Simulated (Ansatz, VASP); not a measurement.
# Two plane-wave programs on C

```xyz
3
Lattice="-1.2306 1.2306 3.2177 1.2306 -1.2306 3.2177 1.2306 1.2306 -3.2177" Properties=species:S:1:pos:R:3 pbc="T T T"
C     0.0000    0.0000    2.4950
C     0.0000    1.2306    1.6088
C     0.0000    0.0000    3.9403
```

Alike in both runs: task single point; functional PBE; k mesh 10 × 10 × 10; occupations gaussian, width 0.1 eV; collinear spin.

```csv
,VASP,Ansatz
version,VASP 6.6.1,Ansatz 0.2.0
potentials or method,"VASP PAW PBE potentials, release 64 (C), cutoff 520 eV","scalar-relativistic, plane waves, PAW"
valence electrons in the cell,12,12
```

|  | VASP | Ansatz | Ansatz less VASP |
| --- | --- | --- | --- |
| gap on the k mesh at the Fermi level (eV) | none | none | - |
| pressure (GPa) | 0.6 | 0.0 | -0.60 |
| traceless stress, the component that is largest in VASP (GPa) | 0.03 | -0.22 | -0.249 |
| net moment per atom (μB) | 0.00 | 0.00 | 0.000 |

A gap of «none» marks a metal or a gap that the smearing closes. Ansatz's warnings: seeded moment not kept.

The k mesh is coarse, so the values compare programs but aren't converged.
